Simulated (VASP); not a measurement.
# Li2B2C (I4/mmm) in VASP: further runs

Li2B2C is run at these levels: PBE; tasks: single point.

All numbers are computed with VASP 6.6.1; they aren't measurements. Logs are shortened: lines on timing, memory, paths and dates and some standing lists are left out, and cuts for length are marked.

## (1) The cell of the first run

It takes space group I4/mmm (No. 139, tetragonal). Conventional cell: a = 3.684 Å, b = 3.684 Å, c = 8.938 Å, α = 90.00°, β = 90.00°, γ = 90.00°. Within 2.9 Å of Li (site symmetry -4m2) lie 4 B at 2.14 Å and 4 Li at 2.61 Å and 4 C at 2.90 Å. Within 2.9 Å of B (site symmetry 4mm) lie 4 Li at 2.14 Å and 1 B at 2.30 Å and 4 C at 2.85 Å. Within 3.8 Å of C (site symmetry 4/mmm) lie 10 B at 2.85 to 3.32 Å and 8 Li at 2.90 Å and 4 C at 3.68 Å.

## (2) Single point, PBE

Contents of INCAR:

```
SYSTEM = Li2B2C
ALGO = Normal
EDIFF = 1E-6
ENCUT = 750
GGA = PE
GGA_COMPAT = .FALSE.
ISIF = 2
ISMEAR = 0
LASPH = .TRUE.
LCHARG = .TRUE.
LELF = .TRUE.
LREAL = .FALSE.
LVHAR = .TRUE.
LWAVE = .FALSE.
NBANDS = 16
NELM = 120
PREC = Accurate
SIGMA = 0.1
```

Contents of KPOINTS:

```
k-points
0
G
  8 8 8
  0 0 0
```

Contents of POSCAR:

```
Li2B2C
1.0
   -1.8421885776      1.8421885776      4.4689360227
    1.8421885776     -1.8421885776      4.4689360227
    1.8421885776      1.8421885776     -4.4689360227
Li B C
2 2 1
Direct
    0.2500000000      0.7500000000      0.5000000000
    0.7500000000      0.2500000000      0.5000000000
    0.3711000000      0.3711000000      0.0000000000
    0.6289000000      0.6289000000      0.0000000000
    0.0000000000      0.0000000000      0.0000000000
```

Potentials or basis: VASP PAW PBE potentials, release 64 (Li_sv, B, C).

The run is started by

```bash
> cat potpaw_PBE.64/Li_sv/POTCAR potpaw_PBE.64/B/POTCAR potpaw_PBE.64/C/POTCAR > POTCAR
> mpirun -np 1 vasp_std > vasp.out
```

OUTCAR:

```text
SYSTEM = Li2B2C
   EDIFF = 1E-6
   ENCUT = 750
   GGA = PE
   ISIF = 2
   ISMEAR = 0
   LASPH = .TRUE.
   LREAL = .FALSE.
   NELM = 120
   PREC = Accurate

 ion  position               nearest neighbor table
   1  0.250  0.750  0.500-   3 2.14   4 2.14   3 2.14   4 2.14
   2  0.750  0.250  0.500-   3 2.14   4 2.14   3 2.14   4 2.14
   3  0.371  0.371  0.000-   1 2.14   2 2.14   1 2.14   2 2.14
   4  0.629  0.629  0.000-   1 2.14   2 2.14   1 2.14   2 2.14
   5  0.000  0.000  0.000-

  LATTYP: Found a body centered tetragonal cell.
 ALAT       =     3.6843771552
 C/A-ratio  =     2.4258841234

  Lattice vectors:

 A1 = (  -1.8421885776,   1.8421885776,   4.4689360227)
 A2 = (   1.8421885776,  -1.8421885776,   4.4689360227)
 A3 = (   1.8421885776,   1.8421885776,  -4.4689360227)

Analysis of symmetry for initial positions (statically):
=====================================================================
 Subroutine PRICEL returns:
 Original cell was already a primitive cell.

 Routine SETGRP: Setting up the symmetry group for a
 body centered tetragonal supercell.

 Subroutine GETGRP returns: Found 16 space group operations
 (whereof 16 operations were pure point group operations)
 out of a pool of 16 trial point group operations.

The static configuration has the point symmetry D_4h.

Analysis of symmetry for dynamics (positions and initial velocities):
=====================================================================
 Subroutine PRICEL returns:
 Original cell was already a primitive cell.

 Routine SETGRP: Setting up the symmetry group for a
 body centered tetragonal supercell.

 Subroutine GETGRP returns: Found 16 space group operations
 (whereof 16 operations were pure point group operations)
 out of a pool of 16 trial point group operations.

The dynamic configuration has the point symmetry D_4h.

 Subroutine INISYM returns: Found 16 space group operations
 (whereof 16 operations are pure point group operations),
 and found     1 'primitive' translations

----------------------------------------------------------------------------------------

                                     Primitive cell

  volume of cell :      60.6642

  direct lattice vectors                    reciprocal lattice vectors
    -1.842188578  1.842188578  4.468936023     0.000000000  0.271416296  0.111883454
     1.842188578 -1.842188578  4.468936023     0.271416296  0.000000000  0.111883454
     1.842188578  1.842188578 -4.468936023     0.271416296  0.271416296  0.000000000

  length of vectors
     5.172881855  5.172881855  5.172881855     0.293572330  0.293572330  0.383840607

  position of ions in fractional coordinates (direct lattice)
     0.250000000  0.750000000  0.500000000
     0.750000000  0.250000000  0.500000000
     0.371100000  0.371100000  0.000000000
     0.628900000  0.628900000  0.000000000
     0.000000000  0.000000000  0.000000000

  ion indices of the primitive-cell ions
   primitive index   ion index
                 1           1
                 2           2
                 3           3
                 4           4
                 5           5

----------------------------------------------------------------------------------------

 KPOINTS: k-points

Automatic generation of k-mesh.
 Grid dimensions read from file:
 generate k-points for:    8    8    8

 Generating k-lattice:

  Cartesian coordinates                     Fractional coordinates (reciprocal lattice)
     0.000000000  0.033927037  0.013985432     0.125000000  0.000000000 -0.000000000
     0.033927037  0.000000000  0.013985432     0.000000000  0.125000000 -0.000000000
     0.033927037  0.033927037  0.000000000     0.000000000  0.000000000  0.125000000

  Length of vectors
     0.036696541  0.036696541  0.047980076

  Shift w.r.t. Gamma in fractional coordinates (k-lattice)
     0.000000000  0.000000000  0.000000000

 Subroutine IBZKPT returns following result:
 ===========================================

 Found     59 irreducible k-points:

 Following reciprocal coordinates:
            Coordinates               Weight
  0.000000  0.000000  0.000000      1.000000
  0.125000 -0.000000  0.000000      8.000000
  0.250000 -0.000000  0.000000      8.000000
  0.375000 -0.000000  0.000000      8.000000
  0.500000 -0.000000  0.000000      4.000000
  0.125000  0.125000  0.000000      8.000000
[... 16 lines left out ...]
  0.250000  0.125000  0.125000     16.000000
  0.375000  0.125000  0.125000      8.000000
 [... further k-points ...]
   k-points           NKPTS =     59   k-points in BZ     NKDIM =     59   number of bands    NBANDS=     16
   number of dos      NEDOS =    301   number of ions     NIONS =      5
   total plane-waves  NPLWV = 110592
   dimension x,y,z NGX =    48 NGY =   48 NGZ =   48
   dimension x,y,z NGXF=    96 NGYF=   96 NGZF=   96
   ions per type =               2   2   1
   NGX,Y,Z   is equivalent  to a cutoff of  15.43, 15.43, 15.43 a.u.
[... 70 lines left out ...]
      2     -43.1363      2.00000
      3      -8.3028      2.00000
      4      -3.1377      2.00000
      5      -2.2679      2.00000
      6       0.4216      2.00000
[... 8 lines left out ...]
     15       8.8846      0.00000
     16      13.2579      0.00000

 k-point     2 :       0.1250   -0.0000    0.0000
  band No.  band energies     occupation
      1     -43.2101      2.00000
      2     -43.1390      2.00000
      3      -8.1813      2.00000
      4      -3.3579      2.00000
      5      -2.2928      2.00000
      6       0.2149      2.00000
[... 8 lines left out ...]
     15       9.4187      0.00000
     16      13.0266      0.00000

 k-point     3 :       0.2500   -0.0000    0.0000
  band No.  band energies     occupation
      1     -43.2014      2.00000
      2     -43.1471      2.00000
      3      -7.8310      2.00000
      4      -3.9256      2.00000
      5      -2.5492      2.00000
      6      -0.2432      2.00000
[... 8 lines left out ...]
     15      10.6688      0.00000
     16      12.6627      0.00000

 k-point     4 :       0.3750   -0.0000    0.0000
  band No.  band energies     occupation
      1     -43.1887      2.00000
      2     -43.1592      2.00000
      3      -7.3246      2.00000
      4      -4.7150      2.00000
      5      -2.7820      2.00000
      6      -0.8137      2.00000
[... 8 lines left out ...]
     15      11.7929      0.00000
     16      11.8217      0.00000

 k-point     5 :       0.5000   -0.0000    0.0000
  band No.  band energies     occupation
      1     -43.1738      2.00000
      2     -43.1738      2.00000
      3      -6.9938      2.00000
      4      -5.1787      2.00000
      5      -2.8485      2.00000
      6      -1.0192      2.00000
[... 8 lines left out ...]
     15      11.2718      0.00000
     16      12.2578      0.00000

 k-point     6 :       0.1250    0.1250    0.0000
  band No.  band energies     occupation
      1     -43.2072      2.00000
      2     -43.1416      2.00000
      3      -8.0408      2.00000
      4      -3.5667      2.00000
      5      -2.5067      2.00000
      6       0.3859      2.00000
[... 8 lines left out ...]
     15       9.9479      0.00000
     16      12.5845      0.00000
[... 267 lines left out ...]
 k-point    21 :       0.5000    0.5000    0.0000
  band No.  band energies     occupation
      1     -43.1729      2.00000
      2     -43.1728      2.00000
      3      -6.4410      2.00000
      4      -4.1905      2.00000
      5      -2.8843      2.00000
      6      -1.2994      2.00000
[... 8 lines left out ...]
     15      11.5042      0.00000
     16      13.5110      0.00000

 k-point    22 :       0.1250    0.1250    0.1250
  band No.  band energies     occupation
      1     -43.1930      2.00000
      2     -43.1546      2.00000
      3      -7.4418      2.00000
      4      -4.1138      2.00000
      5      -2.4614      2.00000
      6      -0.4037      2.00000
[... 8 lines left out ...]
     15      12.1122      0.00000
     16      12.1827      0.00000

 k-point    23 :       0.2500    0.1250    0.1250
  band No.  band energies     occupation
      1     -43.1839      2.00000
      2     -43.1631      2.00000
      3      -7.0017      2.00000
      4      -4.5329      2.00000
      5      -2.6553      2.00000
      6      -0.6554      2.00000
[... 8 lines left out ...]
     15      12.1259      0.00000
     16      12.9045      0.00000

 k-point    24 :       0.3750    0.1250    0.1250
  band No.  band energies     occupation
      1     -43.1733      2.00000
      2     -43.1733      2.00000
      3      -6.7396      2.00000
      4      -4.8199      2.00000
      5      -2.7260      2.00000
      6      -0.7665      2.00000
[... 8 lines left out ...]
     15      12.2351      0.00000
     16      12.9105      0.00000

 [... further k-points ...]

------------------------ aborting loop because EDIFF is reached ----------------------------------------

  FORCE on cell =-STRESS in cart. coord.  units (eV):
  Direction    XX          YY          ZZ          XY          YZ          ZX
  --------------------------------------------------------------------------------------
  -------------------------------------------------------------------------------------
  Total       -1.2095289     -1.2095289     -6.0994659      0.0000000      0.0000000      0.0000000
  in kB      -31.9443846    -31.9443846   -161.0905608      0.0000000      0.0000000      0.0000000
  external PRESSURE =     -74.9931100 kB  Pullay stress =       0.0000000 kB

 VOLUME and BASIS-vectors are now :
 -----------------------------------------------------------------------------
  energy-cutoff  :      750.00
  volume of cell :       60.66
      direct lattice vectors                 reciprocal lattice vectors
    -1.842188578  1.842188578  4.468936023     0.000000000  0.271416296  0.111883454
     1.842188578 -1.842188578  4.468936023     0.271416296  0.000000000  0.111883454
     1.842188578  1.842188578 -4.468936023     0.271416296  0.271416296  0.000000000

 POSITION                                       TOTAL-FORCE (eV/Angst)
 -----------------------------------------------------------------------------------
      1.84219      0.00000      2.23447         0.000000      0.000000      0.000000
      0.00000      1.84219      2.23447         0.000000      0.000000      0.000000
      0.00000      0.00000      3.31684         0.000000      0.000000      4.216100
      0.00000      0.00000      5.62103        -0.000000     -0.000000     -4.216100
      0.00000      0.00000      0.00000         0.000000      0.000000      0.000000
 -----------------------------------------------------------------------------------
    total drift:                                0.000000     -0.000000     -0.000000

  FREE ENERGIE OF THE ION-ELECTRON SYSTEM (eV)
  ---------------------------------------------------
  free  energy   TOTEN  =       -15.6427403812 eV

  energy  without entropy=      -15.6307970886  energy(sigma->0) =      -15.63676873
```

Wall time 5.3 min (1 thread of Intel Xeon 8259CL, shared host); peak memory 0.36 GiB.

Results:

```
Free energy            : -15.6427 eV
Pressure               : -7.5 GPa
Largest force          : 4.216 eV/Å
Band gap on the k mesh : zero (bands 8 and 9 overlap by 2.13 eV)
```

Forces in eV/Å, atoms in the order of the input:
```
Li   0.000  0.000  0.000
Li   0.000  0.000  0.000
B    0.000  0.000  4.216
B    0.000  0.000 -4.216
C    0.000  0.000  0.000
```

Stress tensor (GPa, compression positive):
```
 -3.19   0.00   0.00
  0.00  -3.19   0.00
  0.00   0.00 -16.11
```

Levels at points of the mesh, in eV from the Fermi level:
| k point | band 6 | band 7 | band 8 | band 9 | band 10 | band 11 |
| --- | --- | --- | --- | --- | --- | --- |
| (0.00, 0.00, 0.00) | -1.47 | -0.63 | -0.63 | -0.27 | 0.26 | 0.26 |
| (0.50, 0.00, 0.00) | -2.91 | 0.04 | 0.31 | 0.45 | 0.74 | 1.59 |
| (0.50, 0.50, 0.00) | -3.19 | -2.88 | -1.04 | -0.18 | -0.12 | 1.15 |
| (0.50, 0.50, 0.50) | -1.64 | -1.64 | 0.98 | 1.17 | 2.43 | 2.43 |

Caveat: the cell stands under tension; forces of over 1 eV/Å act on the atoms, so gaps and moduli don't describe the material at rest.

## (3) Single point, PBE

This run uses another cell than the first one, of 8.24 Å³/atom.

Contents of INCAR:

```
SYSTEM = Li2B2C
  PREC = Accurate
  ENCUT = 750
  EDIFF = 1E-6
  ISMEAR = 0
  SIGMA = 0.1
  LREAL = .FALSE.
  LASPH = .TRUE.
  NELM = 120
  ALGO = Normal
  ISIF = 2
  LWAVE = .FALSE.
  LCHARG = .FALSE.
  GGA = PE
  NBANDS = 16
  GGA_COMPAT = .FALSE.
```

Contents of KPOINTS:

```
Automatic mesh
0
G
  18 18 18
  0 0 0
```

Contents of POSCAR:

```
Li2B2C
1.0
   -1.4378042756      1.4378042756      4.9835045171
    1.4378042756     -1.4378042756      4.9835045171
    1.4378042756      1.4378042756     -4.9835045171
Li B C
2 2 1
Direct
    0.2500000000      0.7500000000      0.5000000000
    0.7500000000      0.2500000000      0.5000000000
    0.4200468483      0.4200468483      0.0000000000
    0.5799531517      0.5799531517      0.0000000000
    0.0000000000      0.0000000000      0.0000000000
```

Potentials or basis: VASP PAW PBE potentials, release 64 (Li_sv, B, C).

The run is started by

```bash
> cat potpaw_PBE.64/Li_sv/POTCAR potpaw_PBE.64/B/POTCAR potpaw_PBE.64/C/POTCAR > POTCAR
> mpirun -np 1 vasp_std > vasp.out
```

Wall time 34 min (1 thread of Intel Xeon 8259CL, shared host); peak memory 0.69 GiB.

The run converged. Its results:

```
Free energy            : -20.0239 eV
Pressure               : -0.1 GPa
Band gap on the k mesh : zero (bands 8 and 9 overlap by 3.28 eV)
```

Levels at points of the mesh, in eV from the Fermi level:
```csv
k point,band 6,band 7,band 8,band 9,band 10,band 11
"(0.00, 0.00, 0.00)",-1.66,-1.66,-0.81,2.71,4.80,4.80
"(0.50, 0.00, 0.00)",-3.80,-1.60,1.29,2.32,2.67,4.11
"(0.50, 0.50, 0.00)",-6.14,-2.66,-1.42,-0.34,1.14,1.46
"(0.50, 0.50, 0.50)",-1.76,-1.76,-0.82,1.85,6.46,6.46
```

## (4) Single point, PBE, collinear spin

Contents of INCAR:

```
SYSTEM = Li2B2C
PREC = Accurate
ENCUT = 750
EDIFF = 1E-6
ISMEAR = 0
SIGMA = 0.1
LREAL = .FALSE.
LASPH = .TRUE.
NELM = 200
ALGO = Normal
ISIF = 2
LWAVE = .FALSE.
LCHARG = .TRUE.
ISPIN = 2
MAGMOM = 0 0 0 0 1
LORBIT = 11
GGA = PE
LELF = .TRUE.
LVHAR = .TRUE.
NBANDS = 20
GGA_COMPAT = .FALSE.
```

Contents of KPOINTS:

```
regular mesh
0
G
  8 8 8
  0 0 0
```

Contents of POSCAR:

```
Li2B2C
1.0
   -1.8421885776      1.8421885776      4.4689360227
    1.8421885776     -1.8421885776      4.4689360227
    1.8421885776      1.8421885776     -4.4689360227
Li B C
2 2 1
Direct
    0.2500000000      0.7500000000      0.5000000000
    0.7500000000      0.2500000000      0.5000000000
    0.3711000000      0.3711000000      0.0000000000
    0.6289000000      0.6289000000      0.0000000000
    0.0000000000      0.0000000000      0.0000000000
```

The run is started by

```bash
> cat potpaw_PBE.64/Li_sv/POTCAR potpaw_PBE.64/B/POTCAR potpaw_PBE.64/C/POTCAR > POTCAR
> mpirun -np 1 vasp_std > vasp.out
```

Run time: 12 min. Hardware: 1 thread of Intel Xeon 8259CL, shared host; peak memory 0.51 GiB.

Results (log left out):

| Item | Value |
| --- | --- |
| Free energy | -15.6427 eV |
| Pressure | -7.5 GPa |
| Largest force | 4.216 eV/Å |
| Band gap on the k mesh | zero (filled and empty bands overlap) |
| Net moment | 0.00 μB per cell |
| Valence electrons inside the program's atomic spheres | Li 2.13; B 1.49; C 1.97 |

Forces in eV/Å, atoms in the order of the input:
```
Li   0.000  0.000  0.000
Li   0.000  0.000  0.000
B    0.000  0.000  4.216
B    0.000  0.000 -4.216
C    0.000  0.000  0.000
```

Stress tensor (GPa, compression positive):
```
 -3.20   0.00   0.00
  0.00  -3.20   0.00
  0.00   0.00 -16.11
```

Levels at points of the mesh, in eV from the Fermi level:
Spin up:
```csv
k point,band 6,band 7,band 8,band 9,band 10,band 11
"(0.00, 0.00, 0.00)",-1.47,-0.63,-0.63,-0.27,0.26,0.26
"(0.50, 0.00, 0.00)",-2.91,0.04,0.31,0.45,0.74,1.59
"(0.50, 0.50, 0.00)",-3.19,-2.88,-1.04,-0.18,-0.12,1.15
"(0.50, 0.50, 0.50)",-1.64,-1.64,0.98,1.17,2.43,2.43
```
Spin down:
| k point | band 5 | band 6 | band 7 | band 8 | band 9 | band 10 | band 11 | band 12 |
| --- | --- | --- | --- | --- | --- | --- | --- | --- |
| (0.00, 0.00, 0.00) | -4.16 | -1.47 | -0.62 | -0.62 | -0.27 | 0.26 | 0.26 | 3.39 |
| (0.50, 0.00, 0.00) | -4.74 | -2.91 | 0.04 | 0.31 | 0.45 | 0.74 | 1.59 | 1.99 |
| (0.50, 0.50, 0.00) | -4.78 | -3.19 | -2.88 | -1.04 | -0.18 | -0.12 | 1.15 | 2.93 |
| (0.50, 0.50, 0.50) | -4.54 | -1.64 | -1.64 | 0.98 | 1.17 | 2.43 | 2.43 | 3.02 |

Caveat: the cell stands under tension; forces of over 1 eV/Å act on the atoms, so gaps and moduli don't describe the material at rest.

## (5) Summary

```csv
spin,cell,k mesh,gap on the mesh (eV),pressure (GPa),largest force (eV/Å)
off,"a = 5.173 Å, angles 138.3, 138.3, 60.5°, 5 atoms, atomic positions A",8 × 8 × 8,none,-7.5,4.22
off,"a = 5.382 Å, angles 149.0, 149.0, 44.4°, 5 atoms, atomic positions B",18 × 18 × 18,none,-0.1,-
collinear,"a = 5.173 Å, angles 138.3, 138.3, 60.5°, 5 atoms, atomic positions A",8 × 8 × 8,none,-7.5,4.22
```

Alike in all rows: task single point; level PBE; potentials or basis VASP PAW PBE potentials, release 64 (Li_sv, B, C); cutoff (eV) 750; smearing gaussian 0.1 eV.

Caveats: the cell stands under tension (at least some runs); forces of over 1 eV/Å act on the atoms, so gaps and moduli don't describe the material at rest (at least some runs).

Absolute energies hang on the potentials; compare differences alone.
